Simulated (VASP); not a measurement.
# Al (I4/mmm) in VASP: a series of runs

Runs on Al. Level: LDA. Tasks: single point.

Program: VASP 6.6.1. These are calculated values, not measurements. Logs are shortened: lines on timing, memory, paths and dates and some standing lists are left out, and cuts for length are marked.

## 1. The cell of the first run

Symmetry: I4/mmm, No. 139, tetragonal system. The conventional cell has a = 3.103 Å, b = 3.103 Å, c = 3.182 Å, α = 90.00°, β = 90.00°, γ = 90.00°. Within 3.6 Å of Al (site symmetry 4/mmm) lie 14 Al at 2.71 to 3.18 Å.

## 2. Single point, LDA (strain -0.025 along x and y, +0.000 along z)

The input, INCAR:

```
  PREC = Accurate
  ENCUT = 520
  EDIFF = 1E-7
  ISMEAR = 0
  SIGMA = 0.15
  LREAL = F
  LASPH = T
  NELM = 80
  ALGO = Normal
  ISIF = 2
  LWAVE = F
  LCHARG = F
  GGA = CA
  NBANDS = 8
```

The input, KPOINTS:

```
regular mesh
0
Gamma
  20 20 20
```

The input, POSCAR:

```
Al
1.0
   -1.5514382228      1.5514382228      1.5912186900
    1.5514382228     -1.5514382228      1.5912186900
    1.5514382228      1.5514382228     -1.5912186900
Al
1
Direct
    0.0000000000      0.0000000000      0.0000000000
```

Potentials or basis: VASP PAW LDA potentials, release 64 (Al).

On the command line:

```console
$ cat potpaw_LDA.64/Al/POTCAR > POTCAR
$ mpirun -np 1 vasp_std > vasp.out
```

OUTCAR:

```text
PREC = Accurate
   ENCUT = 520
   EDIFF = 1E-7
   ISMEAR = 0
   LREAL = F
   LASPH = T
   NELM = 80
   ISIF = 2
   GGA = CA

 ion  position               nearest neighbor table
   1  0.000  0.000  0.000-

  LATTYP: Found a body centered tetragonal cell.
 ALAT       =     3.1028764456
 C/A-ratio  =     1.0256410256

  Lattice vectors:

 A1 = (  -1.5514382228,   1.5514382228,   1.5912186900)
 A2 = (   1.5514382228,  -1.5514382228,   1.5912186900)
 A3 = (   1.5514382228,   1.5514382228,  -1.5912186900)

Analysis of symmetry for initial positions (statically):
=====================================================================
 Subroutine PRICEL returns:
 Original cell was already a primitive cell.

 Routine SETGRP: Setting up the symmetry group for a
 body centered tetragonal supercell.

 Subroutine GETGRP returns: Found 16 space group operations
 (whereof 16 operations were pure point group operations)
 out of a pool of 16 trial point group operations.

The static configuration has the point symmetry D_4h.

Analysis of symmetry for dynamics (positions and initial velocities):
=====================================================================
 Subroutine PRICEL returns:
 Original cell was already a primitive cell.

 Routine SETGRP: Setting up the symmetry group for a
 body centered tetragonal supercell.

 Subroutine GETGRP returns: Found 16 space group operations
 (whereof 16 operations were pure point group operations)
 out of a pool of 16 trial point group operations.

The dynamic configuration has the point symmetry D_4h.

 Subroutine INISYM returns: Found 16 space group operations
 (whereof 16 operations are pure point group operations),
 and found     1 'primitive' translations

----------------------------------------------------------------------------------------

                                     Primitive cell

  volume of cell :      15.3200

  direct lattice vectors                    reciprocal lattice vectors
    -1.551438223  1.551438223  1.591218690     0.000000000  0.322281605  0.314224565
     1.551438223 -1.551438223  1.591218690     0.322281605  0.000000000  0.314224565
     1.551438223  1.551438223 -1.591218690     0.322281605  0.322281605  0.000000000

  length of vectors
     2.710331721  2.710331721  2.710331721     0.450113885  0.450113885  0.455775016

  position of ions in fractional coordinates (direct lattice)
     0.000000000  0.000000000  0.000000000

  ion indices of the primitive-cell ions
   primitive index   ion index
                 1           1

----------------------------------------------------------------------------------------

 KPOINTS: regular mesh

Automatic generation of k-mesh.
 Grid dimensions read from file:
 generate k-points for:   20   20   20

 Generating k-lattice:

  Cartesian coordinates                     Fractional coordinates (reciprocal lattice)
     0.000000000  0.016114080  0.015711228     0.050000000 -0.000000000  0.000000000
     0.016114080  0.000000000  0.015711228    -0.000000000  0.050000000  0.000000000
     0.016114080  0.016114080  0.000000000     0.000000000  0.000000000  0.050000000

  Length of vectors
     0.022505694  0.022505694  0.022788751

  Shift w.r.t. Gamma in fractional coordinates (k-lattice)
     0.000000000  0.000000000  0.000000000

 Subroutine IBZKPT returns following result:
 ===========================================

 Found    641 irreducible k-points:

 Following reciprocal coordinates:
            Coordinates               Weight
  0.000000  0.000000  0.000000      1.000000
  0.050000  0.000000 -0.000000      8.000000
  0.100000  0.000000 -0.000000      8.000000
  0.150000  0.000000 -0.000000      8.000000
  0.200000  0.000000 -0.000000      8.000000
  0.250000  0.000000 -0.000000      8.000000
[... 16 lines left out ...]
 -0.400000  0.050000  0.000000     16.000000
 -0.350000  0.050000  0.000000     16.000000
 [... further k-points ...]
   k-points           NKPTS =    641   k-points in BZ     NKDIM =    641   number of bands    NBANDS=      8
   number of dos      NEDOS =    301   number of ions     NIONS =      1
   total plane-waves  NPLWV =   8000
   dimension x,y,z NGX =    20 NGY =   20 NGZ =   20
   dimension x,y,z NGXF=    40 NGYF=   40 NGZF=   40
   ions per type =               1
   NGX,Y,Z   is equivalent  to a cutoff of  12.27, 12.27, 12.27 a.u.
   NGXF,Y,Z  is equivalent  to a cutoff of  24.54, 24.54, 24.54 a.u.
 SYSTEM =  unknown system
   PREC   = accura    normal or accurate (medium, high low for compatibility)
   ISTART =      0    job   : 0-new  1-cont  2-samecut
   ICHARG =      2    charge: 1-file 2-atom 10-const
   ISPIN  =      1    spin polarized calculation?
   LNONCOLLINEAR =      F non collinear calculations
   LSORBIT =      F    spin-orbit coupling
   LASPH  =      T    aspherical Exc in radial PAW
   ENCUT  =  520.0 eV  38.22 Ry    6.18 a.u.   5.04  5.04  5.04*2*pi/ulx,y,z
   NELM   =     80;   NELMIN=  2; NELMDL= -5     # of ELM steps
   EDIFF  = 0.1E-06   stopping-criterion for ELM
   LREAL  =      F    real-space projection
   EDIFFG = 0.1E-05   stopping-criterion for IOM
   NSW    =      0    number of steps for IOM
   IBRION =     -1    ionic relax: 0-MD 1-quasi-New 2-CG
   NFREE  =      0    steps in history (QN), initial steepest desc. (CG)
   ISIF   =      2    stress and relaxation
   ISYM   =      2    0-nonsym 1-usesym 2-fastsym
   POTIM  = 0.5000    time-step for ionic-motion
   TEBEG  =    0.0;   TEEND  =   0.0 temperature during run
   PSTRESS=    0.0 pullay stress
   NELECT =       3.0000    total number of electrons
   NUPDOWN=      -1.0000    fix difference up-down
   EMIN   =  10.00;   EMAX   =-10.00  energy-range for DOS
   EFERMI =   0.00;   METHOD = LEGACY
   ISMEAR =     0;   SIGMA  =   0.15  broadening in eV -4-tet -1-fermi 0-gaus
   EFERMI_NEDOS =   21; number of points for ismear=-14 and -15
   IALGO  =     38    algorithm
   IMIX   =      4    mixing-type and parameters
     AMIX     =   0.40;   BMIX     =  1.00
     AMIX_MAG =   1.60;   BMIX_MAG =  1.00
  volume/ion in A,a.u.               =      15.32       103.38
  Fermi-wavevector in a.u.,A,eV,Ry     =   0.950668  1.796502 12.296538  0.903770
  Thomas-Fermi vector in A             =   2.079066
   LORBIT       =      0    0 simple, 1 ext, 2 COOP (PROOUT), +10 PAW based schemes
   GGA     = CA    functional components
   LHFCALC =     F    Hartree Fock is set to
   AEXX    =    0.0000 exact exchange contribution
   IVDW    =     0    specifies the selected vdW correction
   LEPSILON=     F    determine dielectric tensor
   LRPA    =     F    only Hartree local field effects (RPA)
 non-spin polarized calculation
 Gauss-broadening in eV      SIGMA  =   0.15
  energy-cutoff  :      520.00
  volume of cell :       15.32
 maximum number of plane-waves:       426
   NGX = 11   NGY = 11   NGZ = 11

 number of electron       3.0000000 magnetization

 Free energy of the ion-electron system (eV)
  ---------------------------------------------------
  ext. energy  EPLUGINS =         0.00000000
  ---------------------------------------------------
  free energy    TOTEN  =        -4.08125623 eV

  energy without entropy =       -4.07623078  energy(sigma->0) =       -4.07874351

 E-fermi :   8.5929     XC(G=0): -10.6251

 val. band max:        8.5840839364   @ k =   0.3000   0.1000   0.0500
 cond. band min:       8.5965083586   @ k =   0.4500   0.2500   0.0500
 fundamental gap:      0.0124244222
 Fermi energy:         8.5929042457

 k-point     1 :       0.0000    0.0000    0.0000
  band No.  band energies     occupation
      1      -3.0329      2.00000
      2      22.0364      0.00000
      3      22.0364      0.00000
      4      22.6434      0.00000
      5      23.9517      0.00000
      6      24.1888      0.00000
      7      24.1888      0.00000
      8      25.0760      0.00000

 k-point     2 :       0.0500    0.0000   -0.0000
  band No.  band energies     occupation
      1      -2.9581      2.00000
      2      21.1163      0.00000
      3      21.6279      0.00000
      4      22.2327      0.00000
      5      23.7215      0.00000
      6      24.3251      0.00000
      7      24.7426      0.00000
      8      24.8227      0.00000

 k-point     3 :       0.1000    0.0000   -0.0000
  band No.  band energies     occupation
      1      -2.7340      2.00000
      2      19.2304      0.00000
      3      20.8345      0.00000
      4      21.4608      0.00000
      5      22.9961      0.00000
      6      23.9787      0.00000
      7      24.9234      0.00000
      8      25.6326      0.00000

 k-point     4 :       0.1500    0.0000   -0.0000
  band No.  band energies     occupation
      1      -2.3613      2.00000
      2      17.1116      0.00000
      3      20.0322      0.00000
      4      20.6057      0.00000
      5      22.2097      0.00000
      6      23.3217      0.00000
      7      25.4569      0.00000
      8      25.8754      0.00000

 k-point     5 :       0.2000    0.0000   -0.0000
  band No.  band energies     occupation
      1      -1.8413      2.00000
      2      14.9870      0.00000
      3      19.3103      0.00000
      4      19.7862      0.00000
      5      21.4654      0.00000
      6      22.6974      0.00000
      7      26.0073      0.00000
      8      26.3339      0.00000
[... 177 lines left out ...]
 k-point    22 :      -0.4500    0.0500    0.0000
  band No.  band energies     occupation
      1       2.3298      2.00000
      2       6.5992      2.00000
      3      16.2615      0.00000
      4      17.5249      0.00000
      5      19.9293      0.00000
      6      21.5053      0.00000
      7      28.1399      0.00000
      8      30.9398      0.00000

 k-point    23 :      -0.4000    0.0500    0.0000
  band No.  band energies     occupation
      1       1.1775      2.00000
      2       8.2653      1.99799
      3      16.5553      0.00000
      4      17.7372      0.00000
      5      20.2113      0.00000
      6      21.6991      0.00000
      7      27.2973      0.00000
      8      30.1949      0.00000

 k-point    24 :      -0.3500    0.0500    0.0000
  band No.  band energies     occupation
      1       0.1581      2.00000
      2      10.0551      0.00000
      3      16.9787      0.00000
      4      18.0713      0.00000
      5      20.6183      0.00000
      6      21.9911      0.00000
      7      26.5363      0.00000
      8      29.2853      0.00000

 [... further k-points ...]
[... 5 lines left out ...]
  --------------------------------------------------------------------------------------
  -------------------------------------------------------------------------------------
  Total        0.4160066      0.4160066      0.5454787      0.0000000      0.0000000      0.0000000
  in kB       43.5062808     43.5062808     57.0465757      0.0000000      0.0000000      0.0000000
  external PRESSURE =      48.0197124 kB  Pullay stress =       0.0000000 kB

 VOLUME and BASIS-vectors are now :
 -----------------------------------------------------------------------------
  energy-cutoff  :      520.00
  volume of cell :       15.32
      direct lattice vectors                 reciprocal lattice vectors
    -1.551438223  1.551438223  1.591218690     0.000000000  0.322281605  0.314224565
     1.551438223 -1.551438223  1.591218690     0.322281605  0.000000000  0.314224565
     1.551438223  1.551438223 -1.591218690     0.322281605  0.322281605  0.000000000

 POSITION                                       TOTAL-FORCE (eV/Angst)
 -----------------------------------------------------------------------------------
      0.00000      0.00000      0.00000         0.000000     -0.000000      0.000000
 -----------------------------------------------------------------------------------
    total drift:                                0.000000      0.000000     -0.000000

  FREE ENERGIE OF THE ION-ELECTRON SYSTEM (eV)
  ---------------------------------------------------
  free  energy   TOTEN  =        -4.0812562298 eV

  energy  without entropy=       -4.0762307830  energy(sigma->0) =       -4.07874351
```

It took 17 s on 1 thread of Intel Xeon 6975P-C (Granite Rapids), shared host; peak memory 0.16 GiB.

What came out:

| Property | Result |
| --- | --- |
| Free energy | -4.0813 eV |
| Pressure | 4.8 GPa |

Stress tensor (GPa, compression positive):
```
4.35 0.00 0.00
0.00 4.35 0.00
0.00 0.00 5.70
```

Levels at points of the mesh, in eV from the Fermi level:
```
           k point  band 1  band 2  band 3  band 4
(0.00, 0.00, 0.00)  -11.63   13.44   13.44   14.05
(0.50, 0.00, 0.00)   -4.61   -4.04    8.63    8.79
(0.50, 0.50, 0.00)   -4.48   -3.80    8.08    8.29
(0.50, 0.50, 0.50)    1.48    2.21    2.21    2.74
```

Caveat: the cell differs from its parent crystal (strain -0.025 along x and y, +0.000 along z).

## 3. Single point, LDA (strain +0.000 along x and y, -0.025 along z)

The input, INCAR:

```
ALGO = Normal ; EDIFF = 1E-7
ENCUT = 520 ; ISIF = 2
ISMEAR = 0 ; LASPH = True
LCHARG = False ; LREAL = False
LWAVE = False ; NBANDS = 8
NELM = 60 ; PREC = Accurate
SIGMA = 0.15
```

The input, KPOINTS:

```
k-points
0
Gamma
  20 20 20
```

The input, POSCAR:

```
Al
1.0
   -1.5912186900      1.5912186900      1.5514382228
    1.5912186900     -1.5912186900      1.5514382228
    1.5912186900      1.5912186900     -1.5514382228
Al
1
Direct
    0.0000000000      0.0000000000      0.0000000000
```

Potentials or basis: VASP PAW LDA potentials, release 64 (Al).

On the command line:

```console
$ cat potpaw_LDA.64/Al/POTCAR > POTCAR
$ mpirun -np 1 vasp_std > vasp.out
```

OUTCAR:

```text
EDIFF = 1E-7
   ENCUT = 520
   ISIF = 2
   ISMEAR = 0
   LASPH = True
   LREAL = False
   NELM = 60
   PREC = Accurate

 ion  position               nearest neighbor table
   1  0.000  0.000  0.000-

  LATTYP: Found a body centered tetragonal cell.
 ALAT       =     3.1824373800
 C/A-ratio  =     0.9750000000

  Lattice vectors:

 A1 = (  -1.5912186900,   1.5912186900,   1.5514382228)
 A2 = (   1.5912186900,  -1.5912186900,   1.5514382228)
 A3 = (   1.5912186900,   1.5912186900,  -1.5514382228)

Analysis of symmetry for initial positions (statically):
=====================================================================
 Subroutine PRICEL returns:
 Original cell was already a primitive cell.

 Routine SETGRP: Setting up the symmetry group for a
 body centered tetragonal supercell.

 Subroutine GETGRP returns: Found 16 space group operations
 (whereof 16 operations were pure point group operations)
 out of a pool of 16 trial point group operations.

The static configuration has the point symmetry D_4h.

[... 159 lines left out ...]

 val. band max:        8.3124238578   @ k =   0.4500   0.2500   0.1000
 cond. band min:       8.3239592456   @ k =  -0.4500   0.3000  -0.0000
 fundamental gap:      0.0115353877
 Fermi energy:         8.3136115543

 k-point     1 :       0.0000    0.0000    0.0000
  band No.  band energies     occupation
      1      -3.1282      2.00000
      2      21.4001      0.00000
      3      22.0111      0.00000
      4      22.0111      0.00000
      5      23.3400      0.00000
      6      23.3400      0.00000
      7      23.6537      0.00000
      8      24.5982      0.00000
[... 243 lines left out ...]
 k-point    24 :      -0.3500    0.0500   -0.0000
  band No.  band energies     occupation
      1       0.0385      2.00000
      2      10.0217      0.00000
      3      16.0441      0.00000
      4      17.5805      0.00000
      5      19.5831      0.00000
      6      21.5044      0.00000
      7      26.9673      0.00000
      8      28.5117      0.00000

 [... further k-points ...]

------------------------ aborting loop because EDIFF is reached ----------------------------------------

  FORCE on cell =-STRESS in cart. coord.  units (eV):
  Direction    XX          YY          ZZ          XY          YZ          ZX
  --------------------------------------------------------------------------------------
  -------------------------------------------------------------------------------------
  Total        0.2856356      0.2856356      0.1671519      0.0000000      0.0000000      0.0000000
  in kB       29.1251806     29.1251806     17.0438457      0.0000000      0.0000000      0.0000000
  external PRESSURE =      25.0980690 kB  Pullay stress =       0.0000000 kB

 VOLUME and BASIS-vectors are now :
 -----------------------------------------------------------------------------
  energy-cutoff  :      520.00
  volume of cell :       15.71
      direct lattice vectors                 reciprocal lattice vectors
    -1.591218690  1.591218690  1.551438223     0.000000000  0.314224565  0.322281605
     1.591218690 -1.591218690  1.551438223     0.314224565  0.000000000  0.322281605
     1.591218690  1.591218690 -1.551438223     0.314224565  0.314224565  0.000000000

 POSITION                                       TOTAL-FORCE (eV/Angst)
 -----------------------------------------------------------------------------------
      0.00000      0.00000      0.00000         0.000000      0.000000     -0.000000
 -----------------------------------------------------------------------------------
    total drift:                                0.000000     -0.000000     -0.000000

  FREE ENERGIE OF THE ION-ELECTRON SYSTEM (eV)
  ---------------------------------------------------
  free  energy   TOTEN  =        -4.0901110952 eV

  energy  without entropy=       -4.0852502594  energy(sigma->0) =       -4.08768068
```

Run time: 16 s. Hardware: 1 thread of Intel Xeon 6975P-C (Granite Rapids), shared host; peak memory 0.16 GiB.

Results:

```yaml
Free_energy: -4.0901 eV
Pressure: 2.5 GPa
```

Caveat: the cell differs from its parent crystal (strain +0.000 along x and y, -0.025 along z).
